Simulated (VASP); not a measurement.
## S: single point with PBEsol

S:

```xyz
2
Lattice="0.0000 2.8399 2.8399 2.8399 0.0000 2.8399 2.8399 2.8399 0.0000" Properties=species:S:1:pos:R:3 pbc="T T T"
S     0.0000    0.0000    0.0000
S     1.4199    1.4199    1.4199
```

- Program: VASP 6.6.1
- Task: single point
- Functional: PBEsol
- Potentials or basis: VASP PAW PBE potentials, release 64 (S)
- Cutoff: 520 eV
- k mesh: 18 × 18 × 18
- Occupations: gaussian, width 0.1 eV
- Spin: no spin polarisation
- Dipole correction: no
- Further INCAR settings: ALGO = Normal; EDIFF = 1e-06; NBANDS = 13

The pressure is 0.1 GPa and the band gap on the k mesh is zero (band 6 reaches 4.29 eV, above the bottom of band 7 at 2.96 eV).

Levels at points of the mesh, in eV from the Fermi level:
```tsv
k point	band 4	band 5	band 6	band 7	band 8	band 9
(0.00, 0.00, 0.00)	-4.06	-4.06	-1.02	-1.02	-1.02	5.37
(0.50, 0.00, 0.00)	-4.87	-4.41	0.20	0.20	2.26	7.38
(0.50, 0.50, 0.00)	-5.80	-2.11	-2.11	2.53	2.53	6.72
```

Run time: 60 s on 1 thread of Intel(R) Xeon(R) Platinum 8559C (Emerald Rapids) (shared host), peak memory 0.22 GiB.

Caveat: the PAW data sets were made with another functional, which shifts forces and pressure a little.
